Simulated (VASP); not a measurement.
MgO, 4 atoms in the cell. The structure is hexagonal, space group P6_3mc (No. 186). The conventional cell has a = 3.477 Å, b = 3.477 Å, c = 4.618 Å, α = 90.00°, β = 90.00°, γ = 120.00°. Within 2.4 Å of Mg (site symmetry 3m) lie 4 O at 1.83 to 2.06 Å. Within 2.4 Å of O (site symmetry 3m) lie 4 Mg at 1.83 to 2.06 Å. 

- Program: VASP 6.6.1
- Task: single point
- Functional: PBEsol
- Potentials or basis: VASP PAW PBE potentials, release 64 (Mg, O)
- Cutoff: 520 eV
- k mesh: 9 × 9 × 6
- Occupations: gaussian, width 0.05 eV
- Spin: no spin polarisation
- Dipole correction: no
- Further INCAR settings: ALGO = Normal; EDIFF = 1e-06; NBANDS = 16

Potentials or basis: VASP PAW PBE potentials, release 64 (Mg, O).

Command:

```bash
$ cat potpaw_PBE.64/Mg/POTCAR potpaw_PBE.64/O/POTCAR > POTCAR
$ mpirun -np 1 vasp_std > vasp.out
```

Hardware: 1 thread of Intel(R) Xeon(R) 6975P-C (Granite Rapids), with other jobs on the host.

**Question.** Estimate the wall time of this run.

**Answer.** Wall time 22 s on 1 thread of Intel(R) Xeon(R) 6975P-C (Granite Rapids), on a shared host, peak memory 0.18 GiB. Counts: scf iterations 13, k points 48.
